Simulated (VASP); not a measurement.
Crystal: Fe.

```
Fe
1.0
    -1.44550    1.44550    1.44550
     1.44550   -1.44550    1.44550
     1.44550    1.44550   -1.44550
Fe
1
Direct
  0.00000 0.00000 0.00000
```

Base run:

```yaml
Program: VASP 6.6.1
Functional: PBEsol
Potentials_or_basis: VASP PAW PBE potentials, release 64 (Fe_sv)
Cutoff: 690 eV
k_mesh: 12 × 12 × 12
Occupations: fermi-dirac, width 0.1 eV
Spin: collinear spin, ferromagnetic start
Starting_moments: "[4.31] μB"
Fixed_moment: 4.31 μB
Hubbard_terms: Fe d U = 5.3 eV
```

Its results: pressure 64.5 GPa; site moments Fe +3.90 μB.

The run is repeated on the same cell with these changes: fixed moment from 4.31 μB to 3.08 μB; moments at the start from [4.31] to [3.08]. What comes out?

Pressure 10.2 GPa; site moments Fe +3.24 μB.

Caveats: the cell stands under pressure; the PAW data sets were made with another functional, which shifts forces and pressure a little; the total moment is fixed, so each spin has its own Fermi level and the state may be an excited one; the U is typed as a test and isn't derived for this compound.
